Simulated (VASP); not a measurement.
# B (R-3m) in VASP: notebook

B is run at these levels: r2SCANh, r2SCAN50; tasks: single point.

Program: VASP 6.6.1. These are calculated values, not measurements. Logs are shortened: lines on timing, memory, paths and dates and some standing lists are left out, and cuts for length are marked.

### 1 The cell of the first run

Symmetry: R-3m, No. 166, trigonal system. Conventional cell: a = 4.899 Å, b = 4.899 Å, c = 12.513 Å, α = 90.00°, β = 90.00°, γ = 120.00°. B (site symmetry m) has 6 B at 1.67 to 1.80 Å within 2.2 Å. Within 2.4 Å of B (site symmetry m) lie 7 B at 1.77 to 2.02 Å.

### 2 Single point, r2SCANh

Input file POSCAR:

```
B
1.0
    2.4495216045      1.4142319577      4.1710813794
   -2.4495216045      1.4142319577      4.1710813794
    0.0000000000     -2.8284639154      4.1710813794
B
12
Direct
    0.0098385657      0.6544402899      0.0098385657
    0.0098385657      0.0098385657      0.6544402899
    0.6544402899      0.0098385657      0.0098385657
    0.9901614343      0.3455597101      0.9901614343
    0.3455597101      0.9901614343      0.9901614343
    0.9901614343      0.9901614343      0.3455597101
    0.2204860271      0.6317957864      0.2204860271
    0.2204860271      0.2204860271      0.6317957864
    0.6317957864      0.2204860271      0.2204860271
    0.7795139729      0.3682042136      0.7795139729
    0.3682042136      0.7795139729      0.7795139729
    0.7795139729      0.7795139729      0.3682042136
```

Input file INCAR.step1:

```
ALGO     = Normal         # electronic algorithm
EDIFF    = 1E-5           # SCF threshold, eV
ENCUT    = 520            # plane-wave cutoff, eV
GGA      = PE             # functional
ISIF     = 2              # what is computed and relaxed
ISMEAR   = -1             # smearing method
LASPH    = T              # aspherical terms in the spheres
LCHARG   = F              # write CHGCAR
LREAL    = F              # projectors in reciprocal space
LWAVE    = T              # write WAVECAR
NBANDS   = 30             # bands
NELM     = 60             # most SCF steps
PREC     = Accurate       # precision mode
SIGMA    = 0.1            # smearing width, eV
```

Input file INCAR.step2:

```
AEXX     = 0.1            # exact-exchange fraction
ALGO     = Normal         # electronic algorithm
EDIFF    = 1E-7           # SCF threshold, eV
ENCUT    = 520            # plane-wave cutoff, eV
ISIF     = 2              # what is computed and relaxed
ISMEAR   = -1             # smearing method
ISTART   = 1            
LASPH    = T              # aspherical terms in the spheres
LCHARG   = F              # write CHGCAR
LHFCALC  = T              # exact exchange
LMIXTAU  = T            
LREAL    = F              # projectors in reciprocal space
LWAVE    = F              # write WAVECAR
METAGGA  = R2SCAN         # meta-GGA
NBANDS   = 30             # bands
NELM     = 60             # most SCF steps
PREC     = Accurate       # precision mode
PRECFOCK = Fast         
SIGMA    = 0.1            # smearing width, eV
```

Input file KPOINTS:

```
k-points
0
Gamma
  3 3 3
```

Potentials or basis: VASP PAW PBE potentials, release 64 (B).

Command:

```
cat potpaw_PBE.64/B/POTCAR > POTCAR
cp INCAR.step1 INCAR
mpirun -np 1 vasp_std > vasp.out
cp INCAR.step2 INCAR
mpirun -np 1 vasp_std > vasp.out
```

OUTCAR:

```text
AEXX = 0.1
   EDIFF = 1E-7
   ENCUT = 520
   ISIF = 2
   ISMEAR = -1
   ISTART = 1
   LASPH = T
   LHFCALC = T
   LREAL = F
   METAGGA = R2SCAN
   NELM = 60
   PREC = Accurate
   PRECFOCK = Fast

 ion  position               nearest neighbor table
   1  0.010  0.654  0.010-   4 1.67   2 1.74   3 1.74   7 1.79  11 1.80  12 1.80
   2  0.010  0.010  0.654-   6 1.67   3 1.74   1 1.74   8 1.79  10 1.80  11 1.80
   3  0.654  0.010  0.010-   5 1.67   2 1.74   1 1.74   9 1.79  10 1.80  12 1.80
   4  0.990  0.346  0.990-   1 1.67   6 1.74   5 1.74  10 1.79   9 1.80   8 1.80
   5  0.346  0.990  0.990-   3 1.67   6 1.74   4 1.74  11 1.79   7 1.80   8 1.80
   6  0.990  0.990  0.346-   2 1.67   4 1.74   5 1.74  12 1.79   9 1.80   7 1.80
   7  0.220  0.632  0.220-  11 1.77  12 1.77   1 1.79   5 1.80   6 1.80   8 2.02   9 2.02
   8  0.220  0.220  0.632-  10 1.77  11 1.77   2 1.79   4 1.80   5 1.80   7 2.02   9 2.02
   9  0.632  0.220  0.220-  10 1.77  12 1.77   3 1.79   4 1.80   6 1.80   8 2.02   7 2.02
  10  0.780  0.368  0.780-   9 1.77   8 1.77   4 1.79   3 1.80   2 1.80  12 2.02  11 2.02
  11  0.368  0.780  0.780-   7 1.77   8 1.77   5 1.79   1 1.80   2 1.80  12 2.02  10 2.02
  12  0.780  0.780  0.368-   7 1.77   9 1.77   6 1.79   3 1.80   1 1.80  10 2.02  11 2.02

  LATTYP: Found a trigonal (rhomboedric) cell.
 ALAT       =     5.0396555433
 COS(alpha) =     0.5275119417

  Lattice vectors:

 A1 = (   2.4495216045,   1.4142319577,   4.1710813794)
 A2 = (  -2.4495216045,   1.4142319577,   4.1710813794)
 A3 = (   0.0000000000,  -2.8284639154,   4.1710813794)

Analysis of symmetry for initial positions (statically):
=====================================================================
 Subroutine PRICEL returns:
 Original cell was already a primitive cell.

 Routine SETGRP: Setting up the symmetry group for a
 trigonal (rhombohedral) supercell.

 Subroutine GETGRP returns: Found 12 space group operations
 (whereof 12 operations were pure point group operations)
 out of a pool of 12 trial point group operations.

The static configuration has the point symmetry D_3d.

Analysis of symmetry for dynamics (positions and initial velocities):
=====================================================================
 Subroutine PRICEL returns:
 Original cell was already a primitive cell.

 Routine SETGRP: Setting up the symmetry group for a
 trigonal (rhombohedral) supercell.

 Subroutine GETGRP returns: Found 12 space group operations
 (whereof 12 operations were pure point group operations)
 out of a pool of 12 trial point group operations.

The dynamic configuration has the point symmetry D_3d.

 Subroutine INISYM returns: Found 12 space group operations
 (whereof 12 operations are pure point group operations),
 and found     1 'primitive' translations

----------------------------------------------------------------------------------------

                                     Primitive cell

  volume of cell :      86.6966

  direct lattice vectors                    reciprocal lattice vectors
     2.449521605  1.414231958  4.171081379     0.204121490  0.117849597  0.079915327
    -2.449521605  1.414231958  4.171081379    -0.204121490  0.117849597  0.079915327
     0.000000000 -2.828463915  4.171081379     0.000000000 -0.235699195  0.079915327

  length of vectors
     5.039655543  5.039655543  5.039655543     0.248878625  0.248878625  0.248878625

  position of ions in fractional coordinates (direct lattice)
     0.009838566  0.654440290  0.009838566
     0.009838566  0.009838566  0.654440290
     0.654440290  0.009838566  0.009838566
     0.990161434  0.345559710  0.990161434
     0.345559710  0.990161434  0.990161434
     0.990161434  0.990161434  0.345559710
     0.220486027  0.631795786  0.220486027
     0.220486027  0.220486027  0.631795786
     0.631795786  0.220486027  0.220486027
     0.779513973  0.368204214  0.779513973
     0.368204214  0.779513973  0.779513973
     0.779513973  0.779513973  0.368204214

  ion indices of the primitive-cell ions
   primitive index   ion index
                 1           1
                 2           2
                 3           3
                 4           4
                 5           5
                 6           6
                 7           7
                 8           8
                 9           9
                10          10
                11          11
                12          12

----------------------------------------------------------------------------------------

 KPOINTS: k-points

Automatic generation of k-mesh.
 Grid dimensions read from file:
 generate k-points for:    3    3    3

 Generating k-lattice:

  Cartesian coordinates                     Fractional coordinates (reciprocal lattice)
     0.068040497  0.039283199  0.026638442     0.333333333  0.000000000  0.000000000
    -0.068040497  0.039283199  0.026638442     0.000000000  0.333333333  0.000000000
     0.000000000 -0.078566398  0.026638442     0.000000000  0.000000000  0.333333333

  Length of vectors
     0.082959542  0.082959542  0.082959542

  Shift w.r.t. Gamma in fractional coordinates (k-lattice)
     0.000000000  0.000000000  0.000000000

 Subroutine IBZKPT returns following result:
 ===========================================

 Found      6 irreducible k-points:

 Following reciprocal coordinates:
            Coordinates               Weight
  0.000000  0.000000  0.000000      1.000000
  0.333333  0.000000  0.000000      6.000000
  0.333333  0.333333  0.000000      6.000000
 -0.333333  0.333333  0.000000      6.000000
  0.333333  0.333333  0.333333      2.000000
 -0.333333  0.333333  0.333333      6.000000
   k-points           NKPTS =      6   k-points in BZ     NKDIM =     27   number of bands    NBANDS=     30
   number of dos      NEDOS =    301   number of ions     NIONS =     12
   total plane-waves  NPLWV =  64000
   dimension x,y,z NGX =    40 NGY =   40 NGZ =   40
   dimension x,y,z NGXF=    80 NGYF=   80 NGZF=   80
   ions per type =              12
   NGX,Y,Z   is equivalent  to a cutoff of  13.20, 13.20, 13.20 a.u.
   NGXF,Y,Z  is equivalent  to a cutoff of  26.39, 26.39, 26.39 a.u.
 SYSTEM =  unknown system
   PREC   = accura    normal or accurate (medium, high low for compatibility)
   ISTART =      1    job   : 0-new  1-cont  2-samecut
   ICHARG =      0    charge: 1-file 2-atom 10-const
   ISPIN  =      1    spin polarized calculation?
   LNONCOLLINEAR =      F non collinear calculations
   LSORBIT =      F    spin-orbit coupling
   LASPH  =      T    aspherical Exc in radial PAW
   ENCUT  =  520.0 eV  38.22 Ry    6.18 a.u.   9.37  9.37  9.37*2*pi/ulx,y,z
   NELM   =     60;   NELMIN=  2; NELMDL=  0     # of ELM steps
   EDIFF  = 0.1E-06   stopping-criterion for ELM
   LREAL  =      F    real-space projection
   EDIFFG = 0.1E-05   stopping-criterion for IOM
   NSW    =      0    number of steps for IOM
   IBRION =     -1    ionic relax: 0-MD 1-quasi-New 2-CG
   NFREE  =      0    steps in history (QN), initial steepest desc. (CG)
   ISIF   =      2    stress and relaxation
   ISYM   =      3    0-nonsym 1-usesym 2-fastsym
   POTIM  = 0.5000    time-step for ionic-motion
   TEBEG  =    0.0;   TEEND  =   0.0 temperature during run
   PSTRESS=    0.0 pullay stress
   NELECT =      36.0000    total number of electrons
   NUPDOWN=      -1.0000    fix difference up-down
   EMIN   =  10.00;   EMAX   =-10.00  energy-range for DOS
   EFERMI =   0.00;   METHOD = LEGACY
   ISMEAR =    -1;   SIGMA  =   0.10  broadening in eV -4-tet -1-fermi 0-gaus
   EFERMI_NEDOS =   21; number of points for ismear=-14 and -15
   IALGO  =     38    algorithm
   IMIX   =      1    mixing-type and parameters
     AMIX     =   0.40;   BMIX     =  1.00
     AMIX_MAG =   1.60;   BMIX_MAG =  1.00
  volume/ion in A,a.u.               =       7.22        48.75
  Fermi-wavevector in a.u.,A,eV,Ry     =   1.221354  2.308025 20.295902  1.491707
  Thomas-Fermi vector in A             =   2.356540
   LORBIT       =      0    0 simple, 1 ext, 2 COOP (PROOUT), +10 PAW based schemes
   METAGGA = R2SCAN    functional components
   LHFCALC =     T    Hartree Fock is set to
   PRECFOCK=fast      Normal, Fast or Accurate (Low or Medium for compatibility)
   ENCUT4O =  -1.0   cutoff for four orbital integrals eV
   NKREDX  =     1    reduce k-point grid by
   NKREDY  =     1    reduce k-point grid by
   NKREDZ  =     1    reduce k-point grid by
   AEXX    =    0.1000 exact exchange contribution
   HFSCREEN=    0.0000 screening length (either q_TF or 0.3 A-1)
   HFSCREENC=   0.0000 screening length for correlation (either q_TF or 0.3 A-1)
   ENCUTFOCK=  -1.0 apply spherical cutoff to Coloumb kernel
   IVDW    =     0    specifies the selected vdW correction
   LEPSILON=     F    determine dielectric tensor
   LRPA    =     F    only Hartree local field effects (RPA)
 non-spin polarized calculation
  energy-cutoff  :      520.00
  volume of cell :       86.70
 maximum number of plane-waves:      2348
 NGX is ok and might be reduce to    40
  NGX = 20; NGY = 20; NGZ = 20

 number of electron      36.0000000 magnetization

 Free energy of the ion-electron system (eV)
  ---------------------------------------------------
  ext. energy  EPLUGINS =         0.00000000
  ---------------------------------------------------
  free energy    TOTEN  =       -92.41809552 eV

  energy without entropy =      -92.41808991  energy(sigma->0) =      -92.41809271

 E-fermi :   6.6427     XC(G=0): -11.1971

 val. band max:        5.5280652031   @ k =   0.3333   0.3333   0.3333
 cond. band min:       7.7784284715   @ k =   0.0000   0.0000   0.0000
 fundamental gap:      2.2503632684
 Fermi energy:         6.6427267324

 k-point     1 :       0.0000    0.0000    0.0000
  band No.  band energies     occupation
      1     -12.1455      2.00000
      2      -5.9279      2.00000
      3      -5.6509      2.00000
      4      -5.6509      2.00000
      5      -4.3083      2.00000
      6      -3.6775      2.00000
[... 187 lines left out ...]
     29      16.0001      0.00000
     30      16.8290      0.00000

------------------------ aborting loop because EDIFF is reached ----------------------------------------

  FORCE on cell =-STRESS in cart. coord.  units (eV):
  Direction    XX          YY          ZZ          XY          YZ          ZX
  --------------------------------------------------------------------------------------
  -------------------------------------------------------------------------------------
  Total       -0.4107172     -0.4107172     -0.7636339      0.0000000     -0.0000000      0.0000000
  in kB       -7.5901723     -7.5901723    -14.1121749      0.0000000     -0.0000000      0.0000000
  external PRESSURE =      -9.7641732 kB  Pullay stress =       0.0000000 kB

 VOLUME and BASIS-vectors are now :
 -----------------------------------------------------------------------------
  energy-cutoff  :      520.00
  volume of cell :       86.70
      direct lattice vectors                 reciprocal lattice vectors
     2.449521605  1.414231958  4.171081379     0.204121490  0.117849597  0.079915327
    -2.449521605  1.414231958  4.171081379    -0.204121490  0.117849597  0.079915327
     0.000000000 -2.828463915  4.171081379     0.000000000 -0.235699195  0.079915327

 POSITION                                       TOTAL-FORCE (eV/Angst)
 -----------------------------------------------------------------------------------
     -1.57897      0.91162      2.81180         0.013179     -0.007609      0.044363
      0.00000     -1.82323      2.81180        -0.000000      0.015218      0.044363
      1.57897      0.91162      2.81180        -0.013179     -0.007609      0.044363
      1.57897     -0.91162      9.70145        -0.013179      0.007609     -0.044363
     -1.57897     -0.91162      9.70145         0.013179      0.007609     -0.044363
      0.00000      1.82323      9.70145        -0.000000     -0.015218     -0.044363
     -1.00751      0.58169      4.47460        -0.076588      0.044218      0.005137
      0.00000     -1.16337      4.47460        -0.000000     -0.088437      0.005137
      1.00751      0.58169      4.47460         0.076588      0.044218      0.005137
      1.00751     -0.58169      8.03864         0.076588     -0.044218     -0.005137
     -1.00751     -0.58169      8.03864        -0.076588     -0.044218     -0.005137
      0.00000      1.16337      8.03864        -0.000000      0.088437     -0.005137
 -----------------------------------------------------------------------------------
    total drift:                               -0.000000      0.000000      0.000000

  FREE ENERGIE OF THE ION-ELECTRON SYSTEM (eV)
  ---------------------------------------------------
  free  energy   TOTEN  =       -92.4180955220 eV

  energy  without entropy=      -92.4180899061  energy(sigma->0) =      -92.41809271
```

It took 17 min on 1 thread of AMD EPYC 7R43 (Zen 3), shared host; peak memory 0.21 GiB.

Results:

```yaml
Free_energy: -92.4181 eV
Pressure: -1.0 GPa
Largest_force: 0.089 eV/Å
Band_gap_on_the_k_mesh: 2.25 eV (least direct gap 2.54 eV)
```

Forces in eV/Å, atoms in the order of the input:
```
B    0.013 -0.008  0.044
B    0.000  0.015  0.044
B   -0.013 -0.008  0.044
B   -0.013  0.008 -0.044
B    0.013  0.008 -0.044
B    0.000 -0.015 -0.044
B   -0.077  0.044  0.005
B    0.000 -0.088  0.005
B    0.077  0.044  0.005
B    0.077 -0.044 -0.005
B   -0.077 -0.044 -0.005
B    0.000  0.088 -0.005
```

Levels at points of the mesh, in eV from the valence-band top:
```tsv
k point	band 15	band 16	band 17	band 18	band 19	band 20	band 21	band 22
(0.00, 0.00, 0.00)	-1.34	-0.93	-0.93	-0.29	2.25	5.66	5.66	5.83
```

Caveat: the k points lie up to 0.52 Å⁻¹ apart; the PAW data sets were made with another functional, which shifts forces and pressure a little; an odd mesh through Γ misses points on the zone boundary, where band edges can lie.

### 3 Single point, r2SCAN50

POSCAR is that of step 2.

Input file INCAR.step1:

```
SYSTEM = B
PREC     = Accurate       ! precision mode
ENCUT    = 520            ! plane-wave cutoff, eV
EDIFF    = 1E-5           ! SCF threshold, eV
ISMEAR   = -1             ! smearing method
SIGMA    = 0.1            ! smearing width, eV
LREAL    = .FALSE.        ! projectors in reciprocal space
LASPH    = .TRUE.         ! aspherical terms in the spheres
NELM     = 60             ! most SCF steps
ALGO     = Normal         ! electronic algorithm
ISIF     = 2              ! what is computed and relaxed
LWAVE    = .TRUE.         ! write WAVECAR
GGA      = PE             ! functional
NBANDS   = 30             ! bands
```

Input file INCAR.step2:

```
SYSTEM = B
PREC     = Accurate       ! precision mode
ENCUT    = 520            ! plane-wave cutoff, eV
EDIFF    = 1E-6           ! SCF threshold, eV
ISMEAR   = -1             ! smearing method
SIGMA    = 0.1            ! smearing width, eV
LREAL    = .FALSE.        ! projectors in reciprocal space
LASPH    = .TRUE.         ! aspherical terms in the spheres
NELM     = 60             ! most SCF steps
ALGO     = Normal         ! electronic algorithm
ISIF     = 2              ! what is computed and relaxed
LWAVE    = .FALSE.        ! write WAVECAR
LCHARG   = .TRUE.         ! write CHGCAR
METAGGA  = R2SCAN         ! meta-GGA
LHFCALC  = .TRUE.         ! exact exchange
AEXX     = 0.5            ! exact-exchange fraction
LMIXTAU  = .TRUE.       
PRECFOCK = Fast         
LELF     = .TRUE.         ! ELF
LVHAR    = .TRUE.       
ISTART   = 1            
NBANDS   = 30             ! bands
```

Input file KPOINTS:

```
regular mesh
0
G
  3 3 3
  0 0 0
```

Potentials or basis: VASP PAW PBE potentials, release 64 (B).

Command:

```
cat potpaw_PBE.64/B/POTCAR > POTCAR
cp INCAR.step1 INCAR
mpirun -np 1 vasp_std > vasp.out
cp INCAR.step2 INCAR
mpirun -np 1 vasp_std > vasp.out
```

Run time: 3.7 min. Hardware: 1 thread of Intel Xeon 6975P-C (Granite Rapids), shared host; peak memory 0.25 GiB.

It converged, with:

* Free energy: -109.5077 eV
* Pressure: -5.4 GPa
* Largest force: 0.205 eV/Å
* Band gap on the k mesh: 4.19 eV (least direct gap 4.52 eV)

Forces in eV/Å, atoms in the order of the input:
```
B   -0.027  0.016  0.090
B    0.000 -0.032  0.090
B    0.027  0.016  0.090
B    0.027 -0.016 -0.090
B   -0.027 -0.016 -0.090
B    0.000  0.032 -0.090
B   -0.175  0.101 -0.035
B    0.000 -0.202 -0.035
B    0.175  0.101 -0.035
B    0.175 -0.101  0.035
B   -0.175 -0.101  0.035
B    0.000  0.202  0.035
```

Stress tensor (GPa, compression positive):
```
-5.37  0.00  0.00
 0.00 -5.37  0.00
 0.00  0.00 -5.46
```

Levels at points of the mesh, in eV from the valence-band top:
```tsv
k point	band 16	band 17	band 18	band 19	band 20	band 21
(0.00, 0.00, 0.00)	-1.39	-1.39	-0.33	4.19	8.30	8.30
```

Caveat: the k points lie up to 0.52 Å⁻¹ apart; the PAW data sets were made with another functional, which shifts forces and pressure a little; an odd mesh through Γ misses points on the zone boundary, where band edges can lie.
